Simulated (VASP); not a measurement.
# MgCd2Se3 (P6/mmm) in VASP: further runs

MgCd2Se3 is run at these levels: PBE; tasks: relaxation of cell and atoms, single point.

Everything below comes from runs of VASP 6.6.1. Logs are shortened: lines on timing, memory, paths and dates and some standing lists are left out, and cuts for length are marked.

## (1) The cell of the first run

It takes space group P6/mmm (No. 191, hexagonal). Conventional cell: a = 5.008 Å, b = 5.008 Å, c = 4.713 Å, α = 90.00°, β = 90.00°, γ = 120.00°. Mg (site symmetry 6/mmm) has 8 Se at 2.36 to 2.89 Å within 3.1 Å. Within 3.1 Å of Cd (site symmetry -6m2) lie 5 Se at 2.36 to 2.89 Å and 3 Cd at 2.89 Å. Se (site symmetry -6m2) has 2 Cd at 2.36 Å and 3 Se at 2.89 Å and 3 Mg at 2.89 Å within 3.1 Å. Within 3.1 Å of Se (site symmetry 6/mmm) lie 2 Mg at 2.36 Å and 6 Cd at 2.89 Å.

The cell was built from a structure type or drawn by symmetry, and may not be a known phase.

## (2) Relaxation of cell and atoms, PBE

INCAR

```
SYSTEM = MgCd2Se3
PREC = Accurate
ENCUT = 600
EDIFF = 1E-7
ISMEAR = 0
SIGMA = 0.1
LREAL = .FALSE.
LASPH = .TRUE.
NELM = 80
ALGO = Normal
ISIF = 3
LWAVE = .FALSE.
LCHARG = .FALSE.
GGA = PE
IBRION = 2
NSW = 90
EDIFFG = -0.04
```

KPOINTS

```
Automatic mesh
0
G
  6 6 4
  0 0 0
```

POSCAR

```
MgCd2Se3
1.0
    5.0079318400      0.0000000000      0.0000000000
   -2.5039659200      4.3369961900      0.0000000000
    0.0000000000      0.0000000000      4.7126031100
Mg Cd Se
1 2 3
Direct
    0.0000000000      0.0000000000      0.0000000000
    0.3333333300      0.6666666700      0.5000000000
    0.6666666700      0.3333333300      0.5000000000
    0.3333333300      0.6666666700      0.0000000000
    0.6666666700      0.3333333300      0.0000000000
    0.0000000000      0.0000000000      0.5000000000
```

Potentials or basis: VASP PAW PBE potentials, release 64 (Mg, Cd, Se).

Command:

```console
> cat potpaw_PBE.64/Mg/POTCAR potpaw_PBE.64/Cd/POTCAR potpaw_PBE.64/Se/POTCAR > POTCAR
> mpirun -np 1 vasp_std > vasp.out
```

OUTCAR:

```text
SYSTEM = MgCd2Se3
   PREC = Accurate
   ENCUT = 600
   EDIFF = 1E-7
   ISMEAR = 0
   LREAL = .FALSE.
   LASPH = .TRUE.
   NELM = 80
   ISIF = 3
   GGA = PE
   IBRION = 2
   NSW = 90
   EDIFFG = -0.04

 ion  position               nearest neighbor table
   1  0.000  0.000  0.000-   6 2.36   6 2.36   4 2.89   5 2.89   4 2.89   5 2.89   5 2.89   4 2.89

   2  0.333  0.667  0.500-   4 2.36   4 2.36   3 2.89   6 2.89   3 2.89   6 2.89   6 2.89   3 2.89

   3  0.667  0.333  0.500-   5 2.36   5 2.36   2 2.89   6 2.89   2 2.89   6 2.89   6 2.89   2 2.89

   4  0.333  0.667  0.000-   2 2.36   2 2.36   1 2.89   1 2.89   1 2.89
   5  0.667  0.333  0.000-   3 2.36   3 2.36   1 2.89   1 2.89   1 2.89
   6  0.000  0.000  0.500-   1 2.36   1 2.36   3 2.89   2 2.89   2 2.89   3 2.89   3 2.89   2 2.89

  LATTYP: Found a hexagonal cell.
 ALAT       =     5.0079318400
 C/A-ratio  =     0.9410278056

  Lattice vectors:

 A1 = (   5.0079318400,   0.0000000000,   0.0000000000)
 A2 = (  -2.5039659200,   4.3369961900,   0.0000000000)
 A3 = (   0.0000000000,   0.0000000000,   4.7126031100)

Analysis of symmetry for initial positions (statically):
=====================================================================
 Subroutine PRICEL returns:
 Original cell was already a primitive cell.

 Routine SETGRP: Setting up the symmetry group for a
 hexagonal supercell.

 Subroutine GETGRP returns: Found 24 space group operations
 (whereof 24 operations were pure point group operations)
 out of a pool of 24 trial point group operations.

The static configuration has the point symmetry D_6h.

Analysis of symmetry for dynamics (positions and initial velocities):
=====================================================================
 Subroutine PRICEL returns:
 Original cell was already a primitive cell.

 Routine SETGRP: Setting up the symmetry group for a
 hexagonal supercell.

 Subroutine GETGRP returns: Found 24 space group operations
 (whereof 24 operations were pure point group operations)
 out of a pool of 24 trial point group operations.

The dynamic configuration has the point symmetry D_6h.

 Subroutine INISYM returns: Found 24 space group operations
 (whereof 24 operations are pure point group operations),
 and found     1 'primitive' translations

----------------------------------------------------------------------------------------

                                     Primitive cell

  volume of cell :     102.3548

  direct lattice vectors                    reciprocal lattice vectors
     5.007931840  0.000000000  0.000000000     0.199683229  0.115287166  0.000000000
    -2.503965920  4.336996190  0.000000000     0.000000000  0.230574332  0.000000000
     0.000000000  0.000000000  4.712603110     0.000000000  0.000000000  0.212196949

  length of vectors
     5.007931840  5.007931837  4.712603110     0.230574332  0.230574332  0.212196949

  position of ions in fractional coordinates (direct lattice)
     0.000000000  0.000000000  0.000000000
     0.333333330  0.666666670  0.500000000
     0.666666670  0.333333330  0.500000000
     0.333333330  0.666666670  0.000000000
     0.666666670  0.333333330  0.000000000
     0.000000000  0.000000000  0.500000000

  ion indices of the primitive-cell ions
   primitive index   ion index
                 1           1
                 2           2
                 3           3
                 4           4
                 5           5
                 6           6

----------------------------------------------------------------------------------------

 KPOINTS: Automatic mesh

Automatic generation of k-mesh.
 Grid dimensions read from file:
 generate k-points for:    6    6    4

 Generating k-lattice:

  Cartesian coordinates                     Fractional coordinates (reciprocal lattice)
     0.033280538  0.019214528  0.000000000     0.166666667  0.000000000  0.000000000
     0.000000000  0.038429055  0.000000000     0.000000000  0.166666667  0.000000000
     0.000000000  0.000000000  0.053049237     0.000000000  0.000000000  0.250000000

  Length of vectors
     0.038429055  0.038429055  0.053049237

  Shift w.r.t. Gamma in fractional coordinates (k-lattice)
     0.000000000  0.000000000  0.000000000

 Subroutine IBZKPT returns following result:
 ===========================================

 Found     21 irreducible k-points:

 Following reciprocal coordinates:
            Coordinates               Weight
  0.000000  0.000000  0.000000      1.000000
  0.166667 -0.000000  0.000000      6.000000
  0.333333 -0.000000  0.000000      6.000000
  0.500000 -0.000000  0.000000      3.000000
  0.166667  0.166667  0.000000      6.000000
  0.333333  0.166667  0.000000     12.000000
[... 13 lines left out ...]
  0.333333  0.166667  0.500000     12.000000
  0.333333  0.333333  0.500000      2.000000
   k-points           NKPTS =     21   k-points in BZ     NKDIM =     21   number of bands    NBANDS=     26
   number of dos      NEDOS =    301   number of ions     NIONS =      6
   total plane-waves  NPLWV =  64000
   dimension x,y,z NGX =    40 NGY =   40 NGZ =   40
   dimension x,y,z NGXF=    80 NGYF=   80 NGZF=   80
   ions per type =               1   2   3
   NGX,Y,Z   is equivalent  to a cutoff of  13.28, 13.28, 14.11 a.u.
   NGXF,Y,Z  is equivalent  to a cutoff of  26.56, 26.56, 28.22 a.u.
 SYSTEM =  MgCd2Se3
   PREC   = accura    normal or accurate (medium, high low for compatibility)
   ISTART =      0    job   : 0-new  1-cont  2-samecut
   ICHARG =      2    charge: 1-file 2-atom 10-const
   ISPIN  =      1    spin polarized calculation?
   LNONCOLLINEAR =      F non collinear calculations
   LSORBIT =      F    spin-orbit coupling
   LASPH  =      T    aspherical Exc in radial PAW
   ENCUT  =  600.0 eV  44.10 Ry    6.64 a.u.  10.00 10.00  9.41*2*pi/ulx,y,z
   NELM   =     80;   NELMIN=  2; NELMDL= -5     # of ELM steps
   EDIFF  = 0.1E-06   stopping-criterion for ELM
   LREAL  =      F    real-space projection
   EDIFFG = -.4E-01   stopping-criterion for IOM
   NSW    =     90    number of steps for IOM
   IBRION =      2    ionic relax: 0-MD 1-quasi-New 2-CG
   NFREE  =      1    steps in history (QN), initial steepest desc. (CG)
   ISIF   =      3    stress and relaxation
   ISYM   =      2    0-nonsym 1-usesym 2-fastsym
   POTIM  = 0.5000    time-step for ionic-motion
   TEBEG  =    0.0;   TEEND  =   0.0 temperature during run
   PSTRESS=    0.0 pullay stress
   NELECT =      44.0000    total number of electrons
   NUPDOWN=      -1.0000    fix difference up-down
   EMIN   =  10.00;   EMAX   =-10.00  energy-range for DOS
   EFERMI =   0.00;   METHOD = LEGACY
   ISMEAR =     0;   SIGMA  =   0.10  broadening in eV -4-tet -1-fermi 0-gaus
   EFERMI_NEDOS =   21; number of points for ismear=-14 and -15
   IALGO  =     38    algorithm
   IMIX   =      4    mixing-type and parameters
     AMIX     =   0.40;   BMIX     =  1.00
     AMIX_MAG =   1.60;   BMIX_MAG =  1.00
  volume/ion in A,a.u.               =      17.06       115.12
  Fermi-wavevector in a.u.,A,eV,Ry     =   1.235539  2.334829 20.770047  1.526555
  Thomas-Fermi vector in A             =   2.370184
   LORBIT       =      0    0 simple, 1 ext, 2 COOP (PROOUT), +10 PAW based schemes
   GGA     = PE    functional components
   LHFCALC =     F    Hartree Fock is set to
   AEXX    =    0.0000 exact exchange contribution
   IVDW    =     0    specifies the selected vdW correction
   LEPSILON=     F    determine dielectric tensor
   LRPA    =     F    only Hartree local field effects (RPA)
 conjugate gradient relaxation of ions
 non-spin polarized calculation
 Gauss-broadening in eV      SIGMA  =   0.10
  energy-cutoff  :      600.00
  volume of cell :      102.35
 maximum number of plane-waves:      3450
   NGX = 21   NGY = 21   NGZ = 19

--------------------------------------- Ionic step        1  -------------------------------------------

 number of electron      44.0000009 magnetization

 Free energy of the ion-electron system (eV)
  ---------------------------------------------------
  ext. energy  EPLUGINS =         0.00000000
  ---------------------------------------------------
  free energy    TOTEN  =       -12.33241544 eV

  energy without entropy =      -12.32283433  energy(sigma->0) =      -12.32762489

 E-fermi :   6.4689     XC(G=0): -11.2458

 val. band max:        6.2885139496   @ k =   0.0000   0.0000   0.5000
 cond. band min:       6.4828358331   @ k =   0.1667   0.1667   0.2500
 fundamental gap:      0.1943218835
 Fermi energy:         6.4689057644

 k-point     1 :       0.0000    0.0000    0.0000
  band No.  band energies     occupation
      1      -9.8712      2.00000
      2      -7.8645      2.00000
      3      -7.2217      2.00000
      4      -3.7122      2.00000
      5      -3.7122      2.00000
      6      -3.6328      2.00000
[... 18 lines left out ...]
     25       8.5621      0.00000
     26       8.5621      0.00000
[... 680 lines left out ...]
 POSITION                                       TOTAL-FORCE (eV/Angst)
 -----------------------------------------------------------------------------------
      0.00000      0.00000      0.00000         0.000000     -0.000000     -0.000000
     -0.00000      3.05376      2.77663         0.000000     -0.000000     -0.000000
      2.64464      1.52688      2.77663        -0.000000      0.000000      0.000000
     -0.00000      3.05376     -0.00000         0.000000     -0.000000      0.000000
      2.64464      1.52688      0.00000        -0.000000      0.000000     -0.000000
      0.00000      0.00000      2.77663         0.000000     -0.000000     -0.000000
 -----------------------------------------------------------------------------------
    total drift:                                0.000000     -0.000000      0.000000

  FREE ENERGIE OF THE ION-ELECTRON SYSTEM (eV)
  ---------------------------------------------------
  free  energy   TOTEN  =       -15.8510411068 eV

  energy  without entropy=      -15.8441386956  energy(sigma->0) =      -15.84758990

--------------------------------------- Ionic step        4  -------------------------------------------

 number of electron      44.0000010 magnetization

 Free energy of the ion-electron system (eV)
  ---------------------------------------------------
  ext. energy  EPLUGINS =         0.00000000
  ---------------------------------------------------
  free energy    TOTEN  =       -15.85110086 eV

  energy without entropy =      -15.84413869  energy(sigma->0) =      -15.84761977

 E-fermi :   3.4671     XC(G=0):  -9.9408

 val. band max:        3.4221309135   @ k =   0.3333  -0.0000   0.5000
 cond. band min:       3.6224860851   @ k =   0.5000  -0.0000   0.2500
 fundamental gap:      0.2003551716
 Fermi energy:         3.4670765558

 k-point     1 :       0.0000    0.0000    0.0000
  band No.  band energies     occupation
      1     -10.5074      2.00000
      2      -9.5069      2.00000
      3      -8.2831      2.00000
      4      -5.4690      2.00000
      5      -5.4690      2.00000
      6      -5.4342      2.00000
[... 18 lines left out ...]
     25       5.5405      0.00000
     26       5.5405      0.00000
[... 600 lines left out ...]
 POSITION                                       TOTAL-FORCE (eV/Angst)
 -----------------------------------------------------------------------------------
     -2.64745      4.58552     -0.00000         0.000000      0.000000     -0.000000
     -0.00000      3.05701      2.78504        -0.000000     -0.000000     -0.000000
      2.64745      1.52851      2.78504         0.000000      0.000000      0.000000
     -0.00000      3.05701     -0.00000         0.000000     -0.000000     -0.000000
      2.64745      1.52851      5.57007        -0.000000      0.000000      0.000000
     -2.64745      4.58552      2.78504         0.000000      0.000000     -0.000000
 -----------------------------------------------------------------------------------
    total drift:                                0.000000     -0.000000     -0.000000

  FREE ENERGIE OF THE ION-ELECTRON SYSTEM (eV)
  ---------------------------------------------------
  free  energy   TOTEN  =       -15.8511008635 eV

  energy  without entropy=      -15.8441386859  energy(sigma->0) =      -15.84761977

 reached required accuracy - stopping structural energy minimisation
```

It took 2.4 min on 1 thread of Intel Xeon 6975P-C (Granite Rapids), shared host; peak memory 0.29 GiB.

Results:

* Free energy: -15.8511 eV
* Relaxed volume: 22.54 Å³/atom
* Relaxed cell: a = 5.295 Å, b = 5.295 Å, c = 5.570 Å, α = 90.00°, β = 90.00°, γ = 120.00°
* Space group after relaxing (to 0.1 Å): P6/mmm (No. 191)
* Energy gained by relaxing: 586.4 meV/atom
* Ionic steps: 4
* Pressure after relaxing: -0.2 GPa
* Band gap on the k mesh: zero (bands 22 and 23 overlap by 2.22 eV)

Step by step:
| step | energy change (eV) | largest force (eV/Å) | pressure (GPa) | volume (Å³) |
| --- | --- | --- | --- | --- |
| 1 | 0.0000 | 0.0000 | 35.59 | 102.35 |
| 2 | -2.4883 | 0.0000 | -7.30 | 167.33 |
| 3 | -3.5186 | 0.0000 | 0.15 | 134.55 |
| 4 | -3.5187 | 0.0000 | -0.16 | 135.24 |

Final structure:
```
Mg Cd Se
1.0
     5.29490    0.00000    0.00000
    -2.64745    4.58552    0.00000
     0.00000    0.00000    5.57007
Mg Cd Se
1 2 3
Direct
  0.00000 0.00000 0.00000
  0.33333 0.66667 0.50000
  0.66667 0.33333 0.50000
  0.33333 0.66667 0.00000
  0.66667 0.33333 0.00000
  0.00000 0.00000 0.50000
```

Caveat: the volume moved by over 15 % at a fixed basis, so the end points are rough.

## (3) Single point, PBE

This run uses another cell than the first one, of 22.45 Å³/atom.

INCAR

```
PREC = Accurate ; ENCUT = 520
EDIFF = 1E-7 ; ISMEAR = 0
SIGMA = 0.1 ; LREAL = False
LASPH = True ; NELM = 80
ALGO = Normal ; ISIF = 2
LWAVE = False ; LCHARG = True
GGA = PE ; LELF = True
LVHAR = True ; NBANDS = 31
```

KPOINTS

```
regular mesh
0
Gamma
  12 12 8
```

POSCAR

```
MgCd2Se3
1.0
    5.2915546985      0.0000000000      0.0000000000
   -2.6457773492      4.5826207944      0.0000000000
    0.0000000000      0.0000000000      5.5540752308
Mg Cd Se
1 2 3
Direct
    0.0000000000      0.0000000000      0.0000000000
    0.3333333333      0.6666666667      0.5000000000
    0.6666666667      0.3333333333      0.5000000000
    0.3333333333      0.6666666667      0.0000000000
    0.6666666667      0.3333333333      0.0000000000
    0.0000000000      0.0000000000      0.5000000000
```

Potentials or basis: VASP PAW PBE potentials, release 64 (Mg, Cd, Se).

Command:

```console
> cat potpaw_PBE.64/Mg/POTCAR potpaw_PBE.64/Cd/POTCAR potpaw_PBE.64/Se/POTCAR > POTCAR
> mpirun -np 1 vasp_std > vasp.out
```

Run time: 3.9 min. Hardware: 1 thread of Intel Xeon 6975P-C (Granite Rapids), shared host; peak memory 0.51 GiB.

The run converged. Its results:

```
Free energy            : -15.8446 eV
Pressure               : 0.2 GPa
Band gap on the k mesh : zero (bands 22 and 23 overlap by 2.22 eV)
```

Stress tensor (GPa, compression positive):
```
0.09 0.00 0.00
0.00 0.09 0.00
0.00 0.00 0.28
```

Levels at points of the mesh, in eV from the Fermi level:
```
           k point  band 18  band 19  band 20  band 21  band 22  band 23  band 24  band 25  band 26  band 27
(0.00, 0.00, 0.00)    -3.11    -3.11    -2.33    -2.17    -0.97    -0.97     0.67     1.91     1.91     1.94
(0.50, 0.00, 0.00)    -3.73    -2.91    -2.66    -1.62    -0.87     0.09     1.30     2.31     4.29     4.31
(0.00, 0.00, 0.50)    -2.73    -2.73    -2.32    -1.61    -1.61     0.77     0.87     0.87     2.61     3.88
(0.50, 0.00, 0.50)    -3.77    -2.12    -1.27    -0.86     0.24     1.64     3.02     3.08     3.54     3.66
```
